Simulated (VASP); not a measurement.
# AlN (Cmc2_1) in VASP: a series of runs, part 2 of 2

VASP 6.6.1. Earlier steps stand in the parts before.

## (4) Single point, LDA

INCAR

```
SYSTEM = AlN
PREC     = Accurate       ! precision mode
ENCUT    = 520            ! plane-wave cutoff, eV
EDIFF    = 1E-6           ! SCF threshold, eV
ISMEAR   = 0              ! smearing method
SIGMA    = 0.05           ! smearing width, eV
LREAL    = .False.        ! projectors in reciprocal space
LASPH    = .True.         ! aspherical terms in the spheres
NELM     = 100            ! most SCF steps
ALGO     = Normal         ! electronic algorithm
ISIF     = 2              ! what is computed and relaxed
LWAVE    = .False.        ! write WAVECAR
LCHARG   = .False.        ! write CHGCAR
GGA      = CA             ! functional
NBANDS   = 16             ! bands
```

KPOINTS

```
Automatic mesh
0
Gamma
  9 9 6
  0 0 0
```

POSCAR

```
AlN
1.0
    3.0631058397      0.0000000000      0.0000000000
   -1.5315529199      2.6527274717      0.0000000000
    0.0000000000      0.0000000000      4.9027355419
Al N
2 2
Direct
    0.3365483715      0.6730967429      0.0015212672
    0.6634516285      0.3269032571      0.5015212672
    0.3304644511      0.6609289023      0.3834787328
    0.6695355489      0.3390710977      0.8834787328
```

Potentials or basis: VASP PAW LDA potentials, release 64 (Al, N).

On the command line:

```console
$ cat potpaw_LDA.64/Al/POTCAR potpaw_LDA.64/N/POTCAR > POTCAR
$ mpirun -np 1 vasp_std > vasp.out
```

OUTCAR:

```text
SYSTEM = AlN
   PREC = Accurate
   ENCUT = 520
   EDIFF = 1E-6
   ISMEAR = 0
   LREAL = .False.
   LASPH = .True.
   NELM = 100
   ISIF = 2
   GGA = CA

 ion  position               nearest neighbor table
   1  0.337  0.673  0.002-   4 1.86   4 1.86   4 1.86   3 1.87   2 3.00   2 3.00   2 3.03   2 3.03
                             2 3.03   2 3.03
   2  0.663  0.327  0.502-   3 1.86   3 1.86   3 1.86   4 1.87   1 3.00   1 3.00   1 3.03   1 3.03
                             1 3.03   1 3.03
   3  0.330  0.661  0.383-   2 1.86   2 1.86   2 1.86   1 1.87
   4  0.670  0.339  0.883-   1 1.86   1 1.86   1 1.86   2 1.87

[... 660 lines left out ...]
  -------------------------------------------------------------------------------------
  Total        1.5925676      1.5678208      1.4738266     -0.0000000      0.0000000      0.0000000
  in kB       64.0494433     63.0541841     59.2739516     -0.0000000      0.0000000      0.0000000
  external PRESSURE =      62.1258597 kB  Pullay stress =       0.0000000 kB

 VOLUME and BASIS-vectors are now :
 -----------------------------------------------------------------------------
  energy-cutoff  :      520.00
  volume of cell :       39.84
      direct lattice vectors                 reciprocal lattice vectors
     3.063105840  0.000000000  0.000000000     0.326466029  0.188485250  0.000000000
    -1.531552920  2.652727472  0.000000000     0.000000000  0.376970499  0.000000000
     0.000000000  0.000000000  4.902735542     0.000000000  0.000000000  0.203967763

 POSITION                                       TOTAL-FORCE (eV/Angst)
 -----------------------------------------------------------------------------------
      0.00000      1.78554      0.00746         0.000000     -0.100246     -0.009071
      1.53155      0.86719      2.45883        -0.000000      0.100246     -0.009071
     -0.00000      1.75326      1.88009        -0.000000      0.040691      0.009071
      1.53155      0.89946      4.33146         0.000000     -0.040691      0.009071
 -----------------------------------------------------------------------------------
    total drift:                                0.000000      0.000000      0.000373

  FREE ENERGIE OF THE ION-ELECTRON SYSTEM (eV)
  ---------------------------------------------------
  free  energy   TOTEN  =       -32.8168803664 eV

  energy  without entropy=      -32.8168803664  energy(sigma->0) =      -32.81688037
```

stdout:

```text
POSCAR found type information on POSCAR AlN
 POSCAR found :  2 types and       4 ions
 scaLAPACK will be used
 LDA part: xc-table for (Slater(with rela. corr.)+CA(PZ))
 , standard interpolation
 POSCAR, INCAR and KPOINTS ok, starting setup
 FFT: planning ... GRIDC
 FFT: planning ... GRID_SOFT
 FFT: planning ... GRID
 WAVECAR not read
 entering main loop
```

It took 56 s on 1 thread of Intel Xeon 8259CL, shared host; peak memory 0.17 GiB.

What came out:

| Quantity | Value |
| --- | --- |
| Free energy | -32.8169 eV |
| Pressure | 6.2 GPa |
| Largest force | 0.101 eV/Å |
| Band gap on the k mesh | 4.65 eV, direct |

Forces in eV/Å, atoms in the order of the input:
```
Al   0.000 -0.100 -0.009
Al   0.000  0.100 -0.009
N    0.000  0.041  0.009
N    0.000 -0.041  0.009
```

Stress tensor (GPa, compression positive):
```
6.40 0.00 0.00
0.00 6.31 0.00
0.00 0.00 5.93
```

Levels at points of the mesh, in eV from the valence-band top:
| k point | band 6 | band 7 | band 8 | band 9 | band 10 | band 11 |
| --- | --- | --- | --- | --- | --- | --- |
| (0.00, 0.00, 0.00) | -0.26 | -0.21 | 0.00 | 4.65 | 6.95 | 10.85 |
| (0.00, 0.00, 0.50) | -0.59 | -0.57 | -0.57 | 6.82 | 6.82 | 10.52 |

## (5) Single point, LDA

INCAR

```
SYSTEM = AlN
PREC = Accurate
ENCUT = 520
EDIFF = 1E-6
ISMEAR = 0
SIGMA = 0.05
LREAL = .False.
LASPH = .True.
NELM = 100
ALGO = Normal
ISIF = 2
LWAVE = .False.
LCHARG = .False.
NBANDS = 16
```

KPOINTS

```
regular mesh
0
Gamma
  9 9 6
  0 0 0
```

POSCAR

```
AlN
1.0
    3.0631058397      0.0000000000      0.0000000000
   -1.5315529199      2.6527274717      0.0000000000
    0.0000000000      0.0000000000      4.9027355419
Al N
2 2
Direct
    0.3461934859      0.6923869718      0.0015212672
    0.6538065141      0.3076130282      0.5015212672
    0.3218578045      0.6437156091      0.3834787328
    0.6781421955      0.3562843909      0.8834787328
```

Potentials or basis: VASP PAW LDA potentials, release 64 (Al, N).

On the command line:

```console
$ cat potpaw_LDA.64/Al/POTCAR potpaw_LDA.64/N/POTCAR > POTCAR
$ mpirun -np 1 vasp_std > vasp.out
```

OUTCAR:

```text
SYSTEM = AlN
   PREC = Accurate
   ENCUT = 520
   EDIFF = 1E-6
   ISMEAR = 0
   LREAL = .False.
   LASPH = .True.
   NELM = 100
   ISIF = 2

 ion  position               nearest neighbor table
   1  0.346  0.692  0.002-   4 1.85   4 1.86   4 1.86   3 1.88   2 2.94   2 2.94   2 3.07   2 3.07
                             2 3.07   2 3.07
   2  0.654  0.308  0.502-   3 1.85   3 1.86   3 1.86   4 1.88   1 2.94   1 2.94   1 3.07   1 3.07
                             1 3.07   1 3.07
   3  0.322  0.644  0.383-   2 1.85   2 1.86   2 1.86   1 1.88
   4  0.678  0.356  0.883-   1 1.85   1 1.86   1 1.86   2 1.88

  LATTYP: Found a hexagonal cell.
 ALAT       =     3.0631058397
 C/A-ratio  =     1.6005766038

  Lattice vectors:

 A1 = (   3.0631058397,   0.0000000000,   0.0000000000)
 A2 = (  -1.5315529199,   2.6527274717,   0.0000000000)
 A3 = (   0.0000000000,   0.0000000000,   4.9027355419)

Analysis of symmetry for initial positions (statically):
=====================================================================
 Subroutine PRICEL returns:
 Original cell was already a primitive cell.

 Routine SETGRP: Setting up the symmetry group for a
 hexagonal supercell.

 Subroutine GETGRP returns: Found  4 space group operations
[... 169 lines left out ...]
  energy without entropy =      -32.78149220  energy(sigma->0) =      -32.78149220

 E-fermi :   6.6927     XC(G=0): -11.4550

 val. band max:        6.3968070265   @ k =   0.0000   0.0000   0.0000
 cond. band min:      10.9859973534   @ k =   0.0000   0.0000   0.0000
 fundamental gap:      4.5891903269
 Fermi energy:         6.6926576064

 k-point     1 :       0.0000    0.0000    0.0000
  band No.  band energies     occupation
      1      -8.9617      2.00000
      2      -6.5844      2.00000
      3       0.0984      2.00000
      4       5.4368      2.00000
      5       5.4970      2.00000
      6       6.0136      2.00000
[... 433 lines left out ...]
      3       1.2836      2.00000
      4       2.2986      2.00000
      5       2.9103      2.00000
      6       3.1944      2.00000
[... 8 lines left out ...]
     15      19.3295      0.00000
     16      21.2279      0.00000

 [... further k-points ...]
[... 5 lines left out ...]
  --------------------------------------------------------------------------------------
  -------------------------------------------------------------------------------------
  Total        1.6277928      1.4317838      1.4686926     -0.0000000      0.0000000      0.0000000
  in kB       65.4661210     57.5830855     59.0674709     -0.0000000      0.0000000      0.0000000
  external PRESSURE =      60.7055591 kB  Pullay stress =       0.0000000 kB

 VOLUME and BASIS-vectors are now :
 -----------------------------------------------------------------------------
  energy-cutoff  :      520.00
  volume of cell :       39.84
      direct lattice vectors                 reciprocal lattice vectors
     3.063105840  0.000000000  0.000000000     0.326466029  0.188485250  0.000000000
    -1.531552920  2.652727472  0.000000000     0.000000000  0.376970499  0.000000000
     0.000000000  0.000000000  4.902735542     0.000000000  0.000000000  0.203967763

 POSITION                                       TOTAL-FORCE (eV/Angst)
 -----------------------------------------------------------------------------------
     -0.00000      1.83671      0.00746         0.000000     -0.418218      0.028127
      1.53155      0.81601      2.45883        -0.000000      0.418218      0.028127
     -0.00000      1.70760      1.88009        -0.000000      0.156309     -0.028127
      1.53155      0.94513      4.33146         0.000000     -0.156309     -0.028127
 -----------------------------------------------------------------------------------
    total drift:                                0.000000      0.000000      0.000387

  FREE ENERGIE OF THE ION-ELECTRON SYSTEM (eV)
  ---------------------------------------------------
  free  energy   TOTEN  =       -32.7814921987 eV

  energy  without entropy=      -32.7814921987  energy(sigma->0) =      -32.78149220
```

OSZICAR:

```text
N       E                     dE             d eps       ncg     rms          rms(c)
DAV:   1     0.366170562352E+02    0.36617E+02   -0.73338E+03  3200   0.894E+02
DAV:   2    -0.350846165733E+02   -0.71702E+02   -0.65894E+02  4424   0.180E+02
DAV:   3    -0.380187098107E+02   -0.29341E+01   -0.29255E+01  4032   0.369E+01
DAV:   4    -0.380329962360E+02   -0.14286E-01   -0.14286E-01  3952   0.311E+00
DAV:   5    -0.380331362508E+02   -0.14001E-03   -0.14001E-03  4048   0.298E-01    0.126E+01
DAV:   6    -0.329025704748E+02    0.51306E+01   -0.11469E+01  3360   0.243E+01    0.445E+00
DAV:   7    -0.328428051507E+02    0.59765E-01   -0.53781E-01  4056   0.482E+00    0.288E+00
DAV:   8    -0.327843336280E+02    0.58472E-01   -0.66457E-02  3392   0.216E+00    0.335E-01
DAV:   9    -0.327813990029E+02    0.29346E-02   -0.53112E-03  4048   0.526E-01    0.212E-01
DAV:  10    -0.327815372105E+02   -0.13821E-03   -0.55977E-04  3736   0.150E-01    0.101E-01
DAV:  11    -0.327814924367E+02    0.44774E-04   -0.83485E-05  3864   0.678E-02    0.175E-02
DAV:  12    -0.327814921987E+02    0.23803E-06   -0.12436E-06  3240   0.870E-03
   1 F= -.32781492E+02 E0= -.32781492E+02  d E =-.361962E-19
```

stdout:

```text
POSCAR found type information on POSCAR AlN
 POSCAR found :  2 types and       4 ions
 scaLAPACK will be used
 LDA part: xc-table for (Slater(with rela. corr.)+CA(PZ))
 , standard interpolation
 POSCAR, INCAR and KPOINTS ok, starting setup
 FFT: planning ... GRIDC
 FFT: planning ... GRID_SOFT
 FFT: planning ... GRID
 WAVECAR not read
 entering main loop
```

Run time: 57 s. Hardware: 1 thread of Intel Xeon 8259CL, shared host; peak memory 0.17 GiB.

Results:

```
Free energy            : -32.7815 eV
Pressure               : 6.1 GPa
Largest force          : 0.419 eV/Å
Band gap on the k mesh : 4.59 eV, direct
```

Forces in eV/Å, atoms in the order of the input:
```
Al   0.000 -0.418  0.028
Al   0.000  0.418  0.028
N    0.000  0.156 -0.028
N    0.000 -0.156 -0.028
```

Stress tensor (GPa, compression positive):
```
6.55 0.00 0.00
0.00 5.76 0.00
0.00 0.00 5.91
```

Levels at points of the mesh, in eV from the valence-band top:
```
           k point  band 6  band 7  band 8  band 9  band 10  band 11
(0.00, 0.00, 0.00)   -0.38   -0.15    0.00    4.59     6.91    10.76
(0.00, 0.00, 0.50)   -0.64   -0.58   -0.58    6.76     6.76    10.47
```

## (6) Single point, LDA

INCAR

```
SYSTEM = AlN
PREC = Accurate ; ENCUT = 520
EDIFF = 1E-6 ; ISMEAR = 0
SIGMA = 0.05 ; LREAL = .False.
LASPH = .True. ; NELM = 80
ALGO = Normal ; ISIF = 2
LWAVE = .False. ; LCHARG = .True.
LELF = .True. ; LVHAR = .True.
NBANDS = 16
```

KPOINTS is that of step 5.

POSCAR

```
AlN
1.0
    3.0631058397      0.0000000000      0.0000000000
   -1.5315529199      2.6527274717      0.0000000000
    0.0000000000      0.0000000000      4.9027355419
Al N
2 2
Direct
    0.3204731808      0.6409463615      0.0015212672
    0.6795268192      0.3590536385      0.5015212672
    0.3448088621      0.6896177243      0.3834787328
    0.6551911379      0.3103822757      0.8834787328
```

Potentials or basis: VASP PAW LDA potentials, release 64 (Al, N).

On the command line:

```console
$ cat potpaw_LDA.64/Al/POTCAR potpaw_LDA.64/N/POTCAR > POTCAR
$ mpirun -np 1 vasp_std > vasp.out
```

It took 57 s on 1 thread of Intel Xeon 8259CL, shared host; peak memory 0.17 GiB.

Results (log left out):

```
Free energy            : -32.7828 eV
Pressure               : 6.1 GPa
Largest force          : 0.372 eV/Å
Band gap on the k mesh : 4.59 eV, direct
```

Forces in eV/Å, atoms in the order of the input:
```
Al   0.000  0.371  0.028
Al   0.000 -0.371  0.028
N    0.000 -0.176 -0.028
N    0.000  0.176 -0.028
```

Stress tensor (GPa, compression positive):
```
6.27 0.00 0.00
0.00 6.07 0.00
0.00 0.00 5.87
```

Levels at points of the mesh, in eV from the valence-band top:
| k point | band 4 | band 5 | band 6 | band 7 | band 8 | band 9 | band 10 | band 11 | band 12 | band 13 |
| --- | --- | --- | --- | --- | --- | --- | --- | --- | --- | --- |
| (0.00, 0.00, 0.00) | -0.97 | -0.89 | -0.37 | -0.17 | 0.00 | 4.59 | 6.91 | 10.75 | 11.02 | 11.52 |
| (0.00, 0.00, 0.50) | -3.44 | -0.63 | -0.63 | -0.58 | -0.58 | 6.77 | 6.77 | 10.47 | 10.47 | 11.54 |
